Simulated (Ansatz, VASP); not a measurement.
Given: the input of a run of VASP 6.6.1 on Pb.

File INCAR:

```
PREC = Accurate ; ENCUT = 520
EDIFF = 1E-7 ; ISMEAR = -1
SIGMA = 0.05 ; LREAL = F
LASPH = T ; NELM = 60
ALGO = Normal ; ISIF = 2
LWAVE = F ; LCHARG = F
GGA = RP ; NBANDS = 13
```

The input KPOINTS:

```
regular mesh
0
Gamma
  9 9 9
```

The input POSCAR:

```
Pb
1.0
    0.0000000000      2.4415696833      2.4415696833
    2.4415696833      0.0000000000      2.4415696833
    2.4415696833      2.4415696833      0.0000000000
Pb
1
Direct
    0.0000000000      0.0000000000      0.0000000000
```

Potentials or basis: VASP PAW PBE potentials, release 64 (Pb_d).

Command:

```bash
$ cat potpaw_PBE.64/Pb_d/POTCAR > POTCAR
$ mpirun -np 1 vasp_std > vasp.out
```

Problem. Translate it to Ansatz 0.2.0. Potentials there: Ansatz PAW.

Solution. As run (the cutoff follows the program's own potentials):

The input input.yaml:

```yaml
crystal:
  lattice:
    - [0.0, 2.4415696833, 2.4415696833]
    - [2.4415696833, 0.0, 2.4415696833]
    - [2.4415696833, 2.4415696833, 0.0]
  atoms:
    - { symbol: Pb, position: [0.0, 0.0, 0.0] }
hamiltonian:
  xc: rpbe
  pseudopotentials: { kind: paw }
kpoints:
  mp_grid: { grid: [9, 9, 9] }
scf:
  occupations: { method: fermi_dirac, width: 0.05 }
output:
  forces: true
  stress: true
  eigenvalues: true
```

Potentials or basis: Ansatz PAW.

Launch:

```console
$ ansatz run input.yaml --threads 2 --pin off --max-ram 5120MiB --backend cpu --events-out ev --progress --plain --runs-dir out
```

Both were run:

|  | VASP | Ansatz | Ansatz less VASP |
| --- | --- | --- | --- |
| gap on the k mesh at the Fermi level (eV) | none | none | - |
| pressure (GPa) | 6.2 | 6.3 | +0.07 |

VASP's potentials were made for PBE, not for RPBE. A gap of «none» marks a metal or a gap that the smearing closes.

Neither program's run includes spin-orbit coupling.
